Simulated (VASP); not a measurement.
# Al (Im-3m) in VASP: single point with r2SCAN

Aim: the single point of Al with r2SCAN.

Everything below comes from runs of VASP 6.6.1. Logs are shortened: lines on timing, memory, paths and dates and some standing lists are left out, and cuts for length are marked.

## 1. The cell of the first run

The structure is cubic, space group Im-3m (No. 229). The conventional cell has a = 3.428 Å, b = 3.428 Å, c = 3.428 Å, α = 90.00°, β = 90.00°, γ = 90.00°. Al (site symmetry m-3m) has 14 Al at 2.97 to 3.43 Å within 3.9 Å.

## 2. Single point, r2SCAN (volume scaled by 1.25)

The input, POSCAR:

```
Al
1.0
   -1.7140883726      1.7140883726      1.7140883726
    1.7140883726     -1.7140883726      1.7140883726
    1.7140883726      1.7140883726     -1.7140883726
Al
1
Direct
    0.0000000000      0.0000000000      0.0000000000
```

The input, INCAR.step1:

```
SYSTEM = Al
PREC = Accurate
ENCUT = 550
ISMEAR = -1
SIGMA = 0.1
LREAL = .False.
LASPH = .True.
NELM = 120
NBANDS = 8
GGA = PE
ALGO = Normal
EDIFF = 1E-5
LWAVE = .True.
LCHARG = .False.
GGA_COMPAT = .False.
```

The input, INCAR.step2:

```
SYSTEM = Al
PREC = Accurate
ENCUT = 550
EDIFF = 1E-6
ISMEAR = -1
SIGMA = 0.1
LREAL = .False.
LASPH = .True.
NELM = 120
ALGO = Normal
ISIF = 2
LWAVE = .False.
LCHARG = .True.
METAGGA = R2SCAN
LMIXTAU = .True.
LELF = .True.
LVHAR = .True.
NBANDS = 8
ISTART = 1
GGA_COMPAT = .False.
```

The input, KPOINTS:

```
Automatic mesh
0
Gamma
  12 12 12
  0 0 0
```

Potentials or basis: VASP PAW PBE potentials, release 64 (Al).

The run is started by

```sh
> cat potpaw_PBE.64/Al/POTCAR > POTCAR
> cp INCAR.step1 INCAR
> mpirun -np 1 vasp_std > vasp.out
> cp INCAR.step2 INCAR
> mpirun -np 1 vasp_std > vasp.out
```

OUTCAR:

```text
SYSTEM = Al
   PREC = Accurate
   ENCUT = 550
   EDIFF = 1E-6
   ISMEAR = -1
   LREAL = .False.
   LASPH = .True.
   NELM = 120
   ISIF = 2
   METAGGA = R2SCAN
   ISTART = 1

 ion  position               nearest neighbor table
   1  0.000  0.000  0.000-

  LATTYP: Found a body centered cubic cell.
 ALAT       =     3.4281767452

  Lattice vectors:

 A1 = (  -1.7140883726,   1.7140883726,   1.7140883726)
 A2 = (   1.7140883726,  -1.7140883726,   1.7140883726)
 A3 = (   1.7140883726,   1.7140883726,  -1.7140883726)

Analysis of symmetry for initial positions (statically):
=====================================================================
 Subroutine PRICEL returns:
 Original cell was already a primitive cell.

 Routine SETGRP: Setting up the symmetry group for a
 body centered cubic supercell.

 Subroutine GETGRP returns: Found 48 space group operations
[... 9 lines left out ...]

 Routine SETGRP: Setting up the symmetry group for a
 body centered cubic supercell.

 Subroutine GETGRP returns: Found 48 space group operations
[... 11 lines left out ...]
                                     Primitive cell

  volume of cell :      20.1446

  direct lattice vectors                    reciprocal lattice vectors
    -1.714088373  1.714088373  1.714088373     0.000000000  0.291700246  0.291700246
     1.714088373 -1.714088373  1.714088373     0.291700246  0.000000000  0.291700246
     1.714088373  1.714088373 -1.714088373     0.291700246  0.291700246  0.000000000

  length of vectors
     2.968888150  2.968888150  2.968888150     0.412526444  0.412526444  0.412526444

  position of ions in fractional coordinates (direct lattice)
     0.000000000  0.000000000  0.000000000

  ion indices of the primitive-cell ions
   primitive index   ion index
                 1           1

----------------------------------------------------------------------------------------

 KPOINTS: Automatic mesh

Automatic generation of k-mesh.
 Grid dimensions read from file:
 generate k-points for:   12   12   12

 Generating k-lattice:

  Cartesian coordinates                     Fractional coordinates (reciprocal lattice)
     0.000000000  0.024308354  0.024308354     0.083333333  0.000000000  0.000000000
     0.024308354  0.000000000  0.024308354     0.000000000  0.083333333  0.000000000
     0.024308354  0.024308354  0.000000000     0.000000000  0.000000000  0.083333333

  Length of vectors
     0.034377204  0.034377204  0.034377204

  Shift w.r.t. Gamma in fractional coordinates (k-lattice)
     0.000000000  0.000000000  0.000000000

 Subroutine IBZKPT returns following result:
 ===========================================

 Found     72 irreducible k-points:

 Following reciprocal coordinates:
            Coordinates               Weight
  0.000000  0.000000  0.000000      1.000000
  0.083333  0.000000  0.000000     12.000000
  0.166667  0.000000  0.000000     12.000000
  0.250000  0.000000  0.000000     12.000000
  0.333333  0.000000  0.000000     12.000000
  0.416667  0.000000  0.000000     12.000000
[... 16 lines left out ...]
  0.333333  0.083333  0.083333     24.000000
  0.416667  0.083333  0.083333     12.000000
 [... further k-points ...]
   k-points           NKPTS =     72   k-points in BZ     NKDIM =     72   number of bands    NBANDS=      8
   number of dos      NEDOS =    301   number of ions     NIONS =      1
   total plane-waves  NPLWV =  13824
   dimension x,y,z NGX =    24 NGY =   24 NGZ =   24
   dimension x,y,z NGXF=    48 NGYF=   48 NGZF=   48
   ions per type =               1
   NGX,Y,Z   is equivalent  to a cutoff of  13.44, 13.44, 13.44 a.u.
   NGXF,Y,Z  is equivalent  to a cutoff of  26.88, 26.88, 26.88 a.u.
 SYSTEM =  Al
   PREC   = accura    normal or accurate (medium, high low for compatibility)
   ISTART =      1    job   : 0-new  1-cont  2-samecut
   ICHARG =      0    charge: 1-file 2-atom 10-const
   ISPIN  =      1    spin polarized calculation?
   LNONCOLLINEAR =      F non collinear calculations
   LSORBIT =      F    spin-orbit coupling
   LASPH  =      T    aspherical Exc in radial PAW
   ENCUT  =  550.0 eV  40.42 Ry    6.36 a.u.   5.68  5.68  5.68*2*pi/ulx,y,z
   NELM   =    120;   NELMIN=  2; NELMDL=  0     # of ELM steps
   EDIFF  = 0.1E-05   stopping-criterion for ELM
   LREAL  =      F    real-space projection
   EDIFFG = 0.1E-04   stopping-criterion for IOM
   NSW    =      0    number of steps for IOM
   IBRION =     -1    ionic relax: 0-MD 1-quasi-New 2-CG
   NFREE  =      0    steps in history (QN), initial steepest desc. (CG)
   ISIF   =      2    stress and relaxation
   ISYM   =      2    0-nonsym 1-usesym 2-fastsym
   POTIM  = 0.5000    time-step for ionic-motion
   TEBEG  =    0.0;   TEEND  =   0.0 temperature during run
   PSTRESS=    0.0 pullay stress
   NELECT =       3.0000    total number of electrons
   NUPDOWN=      -1.0000    fix difference up-down
   EMIN   =  10.00;   EMAX   =-10.00  energy-range for DOS
   EFERMI =   0.00;   METHOD = LEGACY
   ISMEAR =    -1;   SIGMA  =   0.10  broadening in eV -4-tet -1-fermi 0-gaus
   EFERMI_NEDOS =   21; number of points for ismear=-14 and -15
   IALGO  =     38    algorithm
   IMIX   =      4    mixing-type and parameters
     AMIX     =   0.40;   BMIX     =  1.00
     AMIX_MAG =   1.60;   BMIX_MAG =  1.00
  volume/ion in A,a.u.               =      20.14       135.94
  Fermi-wavevector in a.u.,A,eV,Ry     =   0.867752  1.639813 10.245087  0.752993
  Thomas-Fermi vector in A             =   1.986331
   LORBIT       =      0    0 simple, 1 ext, 2 COOP (PROOUT), +10 PAW based schemes
   METAGGA = R2SCAN    functional components
   LHFCALC =     F    Hartree Fock is set to
   AEXX    =    0.0000 exact exchange contribution
   IVDW    =     0    specifies the selected vdW correction
   LEPSILON=     F    determine dielectric tensor
   LRPA    =     F    only Hartree local field effects (RPA)
 non-spin polarized calculation
  energy-cutoff  :      550.00
  volume of cell :       20.14
 maximum number of plane-waves:       606
   NGX = 11   NGY = 11   NGZ = 11

 number of electron       3.0000000 magnetization

 Free energy of the ion-electron system (eV)
  ---------------------------------------------------
  ext. energy  EPLUGINS =         0.00000000
  ---------------------------------------------------
  free energy    TOTEN  =        -6.45635776 eV

  energy without entropy =       -6.44056021  energy(sigma->0) =       -6.44845898

 E-fermi :   6.0631     XC(G=0): -10.2086

 val. band max:        6.0258295956   @ k =   0.2500   0.2500   0.0833
 cond. band min:       6.1121637911   @ k =  -0.4167   0.4167   0.2500
 fundamental gap:      0.0863341955
 Fermi energy:         6.0630830506

 k-point     1 :       0.0000    0.0000    0.0000
  band No.  band energies     occupation
      1      -4.4265      2.00000
      2      18.9753      0.00000
      3      18.9754      0.00000
      4      18.9754      0.00000
      5      19.1545      0.00000
      6      19.1545      0.00000
      7      19.1545      0.00000
      8      21.8929      0.00000

 k-point     2 :       0.0833    0.0000    0.0000
  band No.  band energies     occupation
      1      -4.2390      2.00000
      2      16.5242      0.00000
      3      17.3403      0.00000
      4      18.2881      0.00000
      5      18.7078      0.00000
      6      20.1145      0.00000
      7      20.9397      0.00000
      8      21.1014      0.00000

 k-point     3 :       0.1667    0.0000    0.0000
  band No.  band energies     occupation
      1      -3.6779      2.00000
      2      13.3220      0.00000
      3      15.9345      0.00000
      4      17.0424      0.00000
      5      17.7291      0.00000
      6      19.0972      0.00000
      7      21.7492      0.00000
      8      21.9668      0.00000

 k-point     4 :       0.2500    0.0000    0.0000
  band No.  band energies     occupation
      1      -2.7464      2.00000
      2      10.1445      0.00000
      3      14.8435      0.00000
      4      15.9023      0.00000
      5      16.7508      0.00000
      6      18.1062      0.00000
      7      22.6455      0.00000
      8      22.8766      0.00000

 k-point     5 :       0.3333    0.0000    0.0000
  band No.  band energies     occupation
      1      -1.4504      2.00000
      2       7.1969      0.00002
      3      14.0662      0.00000
      4      15.0435      0.00000
      5      15.9933      0.00000
      6      17.3491      0.00000
      7      23.6671      0.00000
      8      24.2213      0.00000

 k-point     6 :       0.4167    0.0000    0.0000
  band No.  band energies     occupation
      1       0.2022      2.00000
      2       4.5419      2.00000
      3      13.6008      0.00000
      4      14.5169      0.00000
      5      15.5244      0.00000
      6      16.8746      0.00000
      7      24.9347      0.00000
      8      25.7202      0.00000

 k-point     7 :       0.5000    0.0000    0.0000
  band No.  band energies     occupation
      1       2.1285      2.00000
      2       2.2800      2.00000
      3      13.4459      0.00000
      4      14.3400      0.00000
      5      15.3662      0.00000
      6      16.7131      0.00000
      7      25.8688      0.00000
      8      26.6967      0.00000
[... 133 lines left out ...]
 k-point    20 :       0.0833    0.0833    0.0833
  band No.  band energies     occupation
      1      -3.3047      2.00000
      2      13.5801      0.00000
      3      13.6953      0.00000
      4      13.6953      0.00000
      5      20.8089      0.00000
      6      20.8089      0.00000
      7      21.6993      0.00000
      8      21.6993      0.00000

 k-point    21 :       0.1667    0.0833    0.0833
  band No.  band energies     occupation
      1      -2.3752      2.00000
      2      10.4891      0.00000
      3      12.4991      0.00000
      4      12.5232      0.00000
      5      20.4062      0.00000
      6      20.7559      0.00000
      7      22.7759      0.00000
      8      22.8586      0.00000

 k-point    22 :       0.2500    0.0833    0.0833
  band No.  band energies     occupation
      1      -1.0818      2.00000
      2       7.5483      0.00000
      3      11.6643      0.00000
      4      11.6867      0.00000
      5      19.8455      0.00000
      6      20.1533      0.00000
      7      23.9504      0.00000
      8      24.3440      0.00000

 k-point    23 :       0.3333    0.0833    0.0833
  band No.  band energies     occupation
      1       0.5674      2.00000
      2       4.8991      1.99998
      3      11.1436      0.00000
      4      11.1942      0.00000
      5      19.4409      0.00000
      6      19.7492      0.00000
      7      25.2062      0.00000
      8      25.9158      0.00000

 k-point    24 :       0.4167    0.0833    0.0833
  band No.  band energies     occupation
      1       2.4832      2.00000
      2       2.6486      2.00000
      3      10.9693      0.00000
      4      11.0293      0.00000
      5      19.2981      0.00000
      6      19.6094      0.00000
      7      26.0847      0.00000
      8      26.8931      0.00000

 [... further k-points ...]
[... 5 lines left out ...]
  --------------------------------------------------------------------------------------
  -------------------------------------------------------------------------------------
  Total       -1.3796112     -1.3796112     -1.3796112      0.0000000      0.0000000      0.0000000
  in kB     -109.7255255   -109.7255255   -109.7255255      0.0000000      0.0000000      0.0000000
  external PRESSURE =    -109.7255255 kB  Pullay stress =       0.0000000 kB

 VOLUME and BASIS-vectors are now :
 -----------------------------------------------------------------------------
  energy-cutoff  :      550.00
  volume of cell :       20.14
      direct lattice vectors                 reciprocal lattice vectors
    -1.714088373  1.714088373  1.714088373     0.000000000  0.291700246  0.291700246
     1.714088373 -1.714088373  1.714088373     0.291700246  0.000000000  0.291700246
     1.714088373  1.714088373 -1.714088373     0.291700246  0.291700246  0.000000000

 POSITION                                       TOTAL-FORCE (eV/Angst)
 -----------------------------------------------------------------------------------
      0.00000      0.00000      0.00000        -0.000000      0.000000      0.000000
 -----------------------------------------------------------------------------------
    total drift:                                0.000000      0.000000      0.000000

  FREE ENERGIE OF THE ION-ELECTRON SYSTEM (eV)
  ---------------------------------------------------
  free  energy   TOTEN  =        -6.4563577594 eV

  energy  without entropy=       -6.4405602094  energy(sigma->0) =       -6.44845898
```

Wall time 43 s (1 thread of Intel Xeon 8259CL, shared host); peak memory 0.14 GiB.

What came out:

* Free energy: -6.4564 eV
* Pressure: -11.0 GPa

Caveat: the PAW data sets were made with another functional, which shifts forces and pressure a little.
